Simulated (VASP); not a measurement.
A run of VASP 6.6.1 is set up as follows.

File INCAR:

```
PREC = Accurate
ENCUT = 600
EDIFF = 1E-6
ISMEAR = 0
SIGMA = 0.1
LREAL = False
LASPH = True
NELM = 80
ALGO = Fast
ISIF = 3
LWAVE = False
LCHARG = False
GGA = PE
IBRION = 2
NSW = 100
EDIFFG = -0.01
```

File KPOINTS:

```
Automatic mesh
0
Gamma
  12 12 14
```

Contents of POSCAR:

```
Zr2Mo
1.0
    4.7046922601      0.0000000000      0.0000000000
   -2.3523461301      4.0743830143      0.0000000000
    0.0000000000      0.0000000000      3.1265474392
Zr Mo
2 1
Direct
    0.3333333333      0.6666666667      0.2834213635
    0.6666666667      0.3333333333      0.7165786365
    0.0000000000      0.0000000000      0.0000000000
```

Potentials or basis: VASP PAW PBE potentials, release 64 (Zr_sv, Mo_sv).

Run with:

```sh
$ cat potpaw_PBE.64/Zr_sv/POTCAR potpaw_PBE.64/Mo_sv/POTCAR > POTCAR
$ mpirun -np 1 vasp_std > vasp.out
```

Q: Estimate the relaxed cell.

A: a = 4.708 Å, b = 4.708 Å, c = 3.129 Å, α = 90.00°, β = 90.00°, γ = 120.00°.

Q: Estimate the space group after relaxing (to 0.1 Å).

A: P-3m1 (No. 164).

Forces in eV/Å, atoms in the order of the input:
```
Zr   0.000  0.000  0.007
Zr   0.000  0.000 -0.007
Mo   0.000  0.000  0.000
```
